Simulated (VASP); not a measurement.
# Ba3O (Pm-3m) in VASP: notebook, part 2 of 2

VASP 6.6.1. The steps go on from the part before.

**5. Relaxation of cell and atoms, PBE**

This run uses another cell than the first one, of 33.09 Å³/atom, 1.124 times its volume.

File INCAR:

```
SYSTEM = Ba3O
PREC = Accurate
ENCUT = 600
EDIFF = 1E-7
ISMEAR = 0
SIGMA = 0.1
LREAL = .False.
LASPH = .True.
NELM = 80
ALGO = Normal
ISIF = 3
LWAVE = .False.
LCHARG = .False.
GGA = PE
IBRION = 2
NSW = 100
EDIFFG = -0.01
```

File KPOINTS:

```
regular mesh
0
Gamma
  10 10 10
  0 0 0
```

File POSCAR:

```
Ba3O
1.0
    5.0963166571      0.0000000000      0.0000000000
    0.0000000000      5.0963166571      0.0000000000
    0.0000000000      0.0000000000      5.0963166571
Ba O
3 1
Direct
    0.0000000000      0.5000000000      0.5000000000
    0.5000000000      0.0000000000      0.5000000000
    0.5000000000      0.5000000000      0.0000000000
    0.0000000000      0.0000000000      0.0000000000
```

Launch:

```
cat potpaw_PBE.64/Ba_sv/POTCAR potpaw_PBE.64/O/POTCAR > POTCAR
mpirun -np 1 vasp_std > vasp.out
```

Wall time 14 min (1 thread of AMD EPYC 7R43 (Zen 3), shared host); peak memory 0.35 GiB.

Results (log left out):

| Quantity | Value |
| --- | --- |
| Free energy | -10.5738 eV |
| Relaxed volume | 35.20 Å³/atom |
| Relaxed cell | a = 5.202 Å, b = 5.202 Å, c = 5.202 Å, α = 90.00°, β = 90.00°, γ = 90.00° |
| Space group after relaxing (to 0.05 Å) | Pm-3m (No. 221) |
| Energy gained by relaxing | 5.0 meV/atom |
| Ionic steps | 3 |
| Pressure after relaxing | 0.0 GPa |

Step by step:
```
step  energy change (eV)  largest force (eV/Å)  pressure (GPa)  volume (Å³)
   1              0.0000                0.0000            0.81       132.36
   2             -0.0128                0.0000            0.47       135.58
   3             -0.0200                0.0000           -0.02       140.80
```

Final structure:
```yaml
crystal:
  lattice:
    - [5.20236, 0.00000, 0.00000]
    - [0.00000, 5.20236, 0.00000]
    - [0.00000, 0.00000, 5.20236]
  atoms:
    - { symbol: Ba, position: [0.00000, 0.50000, 0.50000] }
    - { symbol: Ba, position: [0.50000, 0.00000, 0.50000] }
    - { symbol: Ba, position: [0.50000, 0.50000, 0.00000] }
    - { symbol: O, position: [0.00000, 0.00000, 0.00000] }
```

Levels at points of the mesh, in eV from the Fermi level:
```csv
k point,band 16,band 17,band 18,band 19,band 20,band 21
"(0.00, 0.00, 0.00)",-2.11,-2.11,-1.33,-0.63,-0.63,-0.58
"(0.50, 0.00, 0.00)",-2.34,-0.95,-0.21,0.31,0.64,1.07
"(0.50, 0.50, 0.00)",-2.49,0.23,0.23,0.80,1.11,1.45
"(0.50, 0.50, 0.50)",-2.19,-0.82,-0.82,-0.82,-0.48,1.59
```

Caveat: the bands computed are all filled at some k points, so no gap is given; spin-orbit coupling is left out, which moves the levels of the heavy elements.

**6. Single point, PBE**

File INCAR:

```
SYSTEM = Ba3O
PREC     = Accurate       ! precision mode
ENCUT    = 910            ! plane-wave cutoff, eV
EDIFF    = 1E-6           ! SCF threshold, eV
ISMEAR   = 0              ! smearing method
SIGMA    = 0.1            ! smearing width, eV
LREAL    = .False.        ! projectors in reciprocal space
LASPH    = .True.         ! aspherical terms in the spheres
NELM     = 120            ! most SCF steps
ALGO     = Normal         ! electronic algorithm
ISIF     = 2              ! what is computed and relaxed
LWAVE    = .False.        ! write WAVECAR
LCHARG   = .False.        ! write CHGCAR
GGA      = PE             ! functional
NBANDS   = 26             ! bands
GGA_COMPAT= .False.
```

File KPOINTS:

```
Automatic mesh
0
Gamma
  4 4 4
  0 0 0
```

File POSCAR:

```
Ba3O
1.0
    4.9020516122      0.0000000000      0.0000000000
    0.0000000000      4.9020516122      0.0000000000
    0.0000000000      0.0000000000      4.9020516122
Ba O
3 1
Direct
    0.0000000000      0.5000000000      0.5000000000
    0.5000000000      0.0000000000      0.5000000000
    0.5000000000      0.5000000000      0.0000000000
    0.0000000000      0.0000000000      0.0000000000
```

Potentials or basis: VASP PAW PBE potentials, release 64 (Ba_sv, O_h).

Launch:

```
cat potpaw_PBE.64/Ba_sv/POTCAR potpaw_PBE.64/O_h/POTCAR > POTCAR
mpirun -np 1 vasp_std > vasp.out
```

OUTCAR:

```text
SYSTEM = Ba3O
   PREC = Accurate
   ENCUT = 910
   EDIFF = 1E-6
   ISMEAR = 0
   LREAL = .False.
   LASPH = .True.
   NELM = 120
   ISIF = 2
   GGA = PE

 ion  position               nearest neighbor table
   1  0.000  0.500  0.500-   2 3.47   3 3.47   3 3.47   2 3.47   2 3.47   3 3.47   3 3.47   2 3.47

   2  0.500  0.000  0.500-   1 3.47   3 3.47   3 3.47   1 3.47   3 3.47   3 3.47   1 3.47   1 3.47

   3  0.500  0.500  0.000-   1 3.47   2 3.47   1 3.47   2 3.47   2 3.47   2 3.47   1 3.47   1 3.47

   4  0.000  0.000  0.000-

  LATTYP: Found a simple cubic cell.
 ALAT       =     4.9020516122

  Lattice vectors:

 A1 = (   4.9020516122,   0.0000000000,   0.0000000000)
 A2 = (   0.0000000000,   4.9020516122,   0.0000000000)
 A3 = (   0.0000000000,   0.0000000000,   4.9020516122)

Analysis of symmetry for initial positions (statically):
=====================================================================
 Subroutine PRICEL returns:
 Original cell was already a primitive cell.

 Routine SETGRP: Setting up the symmetry group for a
 simple cubic supercell.

 Subroutine GETGRP returns: Found 48 space group operations
 (whereof 48 operations were pure point group operations)
 out of a pool of 48 trial point group operations.

The static configuration has the point symmetry O_h .

Analysis of symmetry for dynamics (positions and initial velocities):
=====================================================================
 Subroutine PRICEL returns:
 Original cell was already a primitive cell.

 Routine SETGRP: Setting up the symmetry group for a
 simple cubic supercell.

 Subroutine GETGRP returns: Found 48 space group operations
 (whereof 48 operations were pure point group operations)
 out of a pool of 48 trial point group operations.

The dynamic configuration has the point symmetry O_h .

 Subroutine INISYM returns: Found 48 space group operations
 (whereof 48 operations are pure point group operations),
 and found     1 'primitive' translations

----------------------------------------------------------------------------------------

                                     Primitive cell

  volume of cell :     117.7968

  direct lattice vectors                    reciprocal lattice vectors
     4.902051612  0.000000000  0.000000000     0.203996220  0.000000000  0.000000000
     0.000000000  4.902051612  0.000000000     0.000000000  0.203996220  0.000000000
     0.000000000  0.000000000  4.902051612     0.000000000  0.000000000  0.203996220

  length of vectors
     4.902051612  4.902051612  4.902051612     0.203996220  0.203996220  0.203996220

  position of ions in fractional coordinates (direct lattice)
     0.000000000  0.500000000  0.500000000
     0.500000000  0.000000000  0.500000000
     0.500000000  0.500000000  0.000000000
     0.000000000  0.000000000  0.000000000

  ion indices of the primitive-cell ions
   primitive index   ion index
                 1           1
                 2           2
                 3           3
                 4           4

----------------------------------------------------------------------------------------

 KPOINTS: Automatic mesh

Automatic generation of k-mesh.
 Grid dimensions read from file:
 generate k-points for:    4    4    4

 Generating k-lattice:

  Cartesian coordinates                     Fractional coordinates (reciprocal lattice)
     0.050999055  0.000000000  0.000000000     0.250000000  0.000000000  0.000000000
     0.000000000  0.050999055  0.000000000     0.000000000  0.250000000  0.000000000
     0.000000000  0.000000000  0.050999055     0.000000000  0.000000000  0.250000000

  Length of vectors
     0.050999055  0.050999055  0.050999055

  Shift w.r.t. Gamma in fractional coordinates (k-lattice)
     0.000000000  0.000000000  0.000000000

 Subroutine IBZKPT returns following result:
 ===========================================

 Found     10 irreducible k-points:

 Following reciprocal coordinates:
            Coordinates               Weight
  0.000000  0.000000  0.000000      1.000000
  0.250000  0.000000  0.000000      6.000000
  0.500000  0.000000  0.000000      3.000000
  0.250000  0.250000  0.000000     12.000000
  0.500000  0.250000  0.000000     12.000000
  0.500000  0.500000  0.000000      3.000000
  0.250000  0.250000  0.250000      8.000000
  0.500000  0.250000  0.250000     12.000000
  0.500000  0.500000  0.250000      6.000000
  0.500000  0.500000  0.500000      1.000000
   k-points           NKPTS =     10   k-points in BZ     NKDIM =     10   number of bands    NBANDS=     26
   number of dos      NEDOS =    301   number of ions     NIONS =      4
   total plane-waves  NPLWV = 110592
   dimension x,y,z NGX =    48 NGY =   48 NGZ =   48
   dimension x,y,z NGXF=    96 NGYF=   96 NGZF=   96
   ions per type =               3   1
   NGX,Y,Z   is equivalent  to a cutoff of  16.28, 16.28, 16.28 a.u.
   NGXF,Y,Z  is equivalent  to a cutoff of  32.56, 32.56, 32.56 a.u.
 SYSTEM =  Ba3O
   PREC   = accura    normal or accurate (medium, high low for compatibility)
   ISTART =      0    job   : 0-new  1-cont  2-samecut
   ICHARG =      2    charge: 1-file 2-atom 10-const
   ISPIN  =      1    spin polarized calculation?
   LNONCOLLINEAR =      F non collinear calculations
   LSORBIT =      F    spin-orbit coupling
   LASPH  =      T    aspherical Exc in radial PAW
   ENCUT  =  910.0 eV  66.88 Ry    8.18 a.u.  12.06 12.06 12.06*2*pi/ulx,y,z
   NELM   =    120;   NELMIN=  2; NELMDL= -5     # of ELM steps
   EDIFF  = 0.1E-05   stopping-criterion for ELM
   LREAL  =      F    real-space projection
   EDIFFG = 0.1E-04   stopping-criterion for IOM
   NSW    =      0    number of steps for IOM
   IBRION =     -1    ionic relax: 0-MD 1-quasi-New 2-CG
   NFREE  =      0    steps in history (QN), initial steepest desc. (CG)
   ISIF   =      2    stress and relaxation
   ISYM   =      2    0-nonsym 1-usesym 2-fastsym
   POTIM  = 0.5000    time-step for ionic-motion
   TEBEG  =    0.0;   TEEND  =   0.0 temperature during run
   PSTRESS=    0.0 pullay stress
   NELECT =      36.0000    total number of electrons
   NUPDOWN=      -1.0000    fix difference up-down
   EMIN   =  10.00;   EMAX   =-10.00  energy-range for DOS
   EFERMI =   0.00;   METHOD = LEGACY
   ISMEAR =     0;   SIGMA  =   0.10  broadening in eV -4-tet -1-fermi 0-gaus
   EFERMI_NEDOS =   21; number of points for ismear=-14 and -15
   IALGO  =     38    algorithm
   IMIX   =      4    mixing-type and parameters
     AMIX     =   0.40;   BMIX     =  1.00
     AMIX_MAG =   1.60;   BMIX_MAG =  1.00
  volume/ion in A,a.u.               =      29.45       198.73
  Fermi-wavevector in a.u.,A,eV,Ry     =   1.102718  2.083835 16.544506  1.215987
  Thomas-Fermi vector in A             =   2.239165
   LORBIT       =      0    0 simple, 1 ext, 2 COOP (PROOUT), +10 PAW based schemes
   GGA     = PE    functional components
   LHFCALC =     F    Hartree Fock is set to
   AEXX    =    0.0000 exact exchange contribution
   IVDW    =     0    specifies the selected vdW correction
   LEPSILON=     F    determine dielectric tensor
   LRPA    =     F    only Hartree local field effects (RPA)
 non-spin polarized calculation
 Gauss-broadening in eV      SIGMA  =   0.10
  energy-cutoff  :      910.00
  volume of cell :      117.80
 maximum number of plane-waves:      7400
   NGX = 25   NGY = 25   NGZ = 25

 number of electron      36.0000001 magnetization

 Free energy of the ion-electron system (eV)
  ---------------------------------------------------
  ext. energy  EPLUGINS =         0.00000000
  ---------------------------------------------------
  free energy    TOTEN  =       -10.23760924 eV

  energy without entropy =      -10.18826015  energy(sigma->0) =      -10.21293469

 E-fermi :   4.2608     XC(G=0):  -9.4007

 val. band max:        4.2306855668   @ k =   0.5000   0.5000   0.2500
 cond. band min:       4.2853688960   @ k =   0.2500   0.2500   0.0000
 fundamental gap:      0.0546833291
 Fermi energy:         4.2607647256

 k-point     1 :       0.0000    0.0000    0.0000
  band No.  band energies     occupation
      1     -24.9874      2.00000
      2     -24.2691      2.00000
      3     -24.2691      2.00000
      4     -12.6297      2.00000
      5     -11.0451      2.00000
      6     -11.0451      2.00000
[... 279 lines left out ...]
     25       7.7904      0.00000
     26       7.7904      0.00000

------------------------ aborting loop because EDIFF is reached ----------------------------------------

  FORCE on cell =-STRESS in cart. coord.  units (eV):
  Direction    XX          YY          ZZ          XY          YZ          ZX
  --------------------------------------------------------------------------------------
  -------------------------------------------------------------------------------------
  Total        2.9282096      2.9282096      2.9282096     -0.0000000     -0.0000000      0.0000000
  in kB       39.8271378     39.8271378     39.8271378     -0.0000000     -0.0000000      0.0000000
  external PRESSURE =      39.8271378 kB  Pullay stress =       0.0000000 kB

 VOLUME and BASIS-vectors are now :
 -----------------------------------------------------------------------------
  energy-cutoff  :      910.00
  volume of cell :      117.80
      direct lattice vectors                 reciprocal lattice vectors
     4.902051612  0.000000000  0.000000000     0.203996220  0.000000000  0.000000000
     0.000000000  4.902051612  0.000000000     0.000000000  0.203996220  0.000000000
     0.000000000  0.000000000  4.902051612     0.000000000  0.000000000  0.203996220

 POSITION                                       TOTAL-FORCE (eV/Angst)
 -----------------------------------------------------------------------------------
      0.00000      2.45103      2.45103         0.000000      0.000000      0.000000
      2.45103      0.00000      2.45103         0.000000      0.000000      0.000000
      2.45103      2.45103      0.00000         0.000000      0.000000      0.000000
      0.00000      0.00000      0.00000         0.000000      0.000000      0.000000
 -----------------------------------------------------------------------------------
    total drift:                                0.000000     -0.000000     -0.000000

  FREE ENERGIE OF THE ION-ELECTRON SYSTEM (eV)
  ---------------------------------------------------
  free  energy   TOTEN  =       -10.2376092420 eV

  energy  without entropy=      -10.1882601478  energy(sigma->0) =      -10.21293469
```

It took 66 s on 1 thread of Intel Xeon Platinum 8259CL at 2.50GHz (Skylake/Cascade Lake), shared host; peak memory 0.35 GiB.

Results:

```
Free energy            : -10.2376 eV
Pressure               : 4.0 GPa
Band gap on the k mesh : zero (band 18 reaches 4.64 eV, above the bottom of band 19 at 3.37 eV)
```

Caveat: the cutoff is under 1.25 times the usual one of these potentials, so pressure, stress and relaxed cells hold a basis-set (Pulay) error; spin-orbit coupling is left out, which moves the levels of the heavy elements.

**7. Summary**

```csv
task,potentials or basis,cell,k mesh,cutoff (eV),second run,gap on the mesh (eV),pressure (GPa),relaxed volume (Å³/atom)
single point,"VASP PAW PBE potentials, release 64 (Ba_sv, O)","a = 4.902 Å, 4 atoms",4 × 4 × 4,520,-,none,4.0,-
single point,"VASP PAW PBE potentials, release 64 (Ba_sv, O)","a = 5.096 Å, 4 atoms",10 × 10 × 10,520,-,none,0.7,-
relaxation of cell and atoms,"VASP PAW PBE potentials, release 64 (Ba_sv, O)","relaxed from a = 4.902 Å, 4 atoms",10 × 10 × 10,600,-,-,0.0,35.14
relaxation of cell and atoms,"VASP PAW PBE potentials, release 64 (Ba_sv, O)","relaxed from a = 5.096 Å, 4 atoms",10 × 10 × 10,600,-,-,0.0,35.20
single point,"VASP PAW PBE potentials, release 64 (Ba_sv, O_h)","a = 4.902 Å, 4 atoms",4 × 4 × 4,910,hard_potentials,none,4.0,-
```

Alike in all rows: level PBE; no spin polarisation; smearing gaussian 0.1 eV.

Caveats: spin-orbit coupling is left out, which moves the levels of the heavy elements; the bands computed are all filled at some k points, so no gap is given (some runs); the volume moved by over 15 % at a fixed basis, so the end points are rough (some runs); the cutoff is under 1.25 times the usual one of these potentials, so pressure, stress and relaxed cells hold a basis-set (Pulay) error (some runs).

Absolute energies hang on the potentials; compare differences alone.
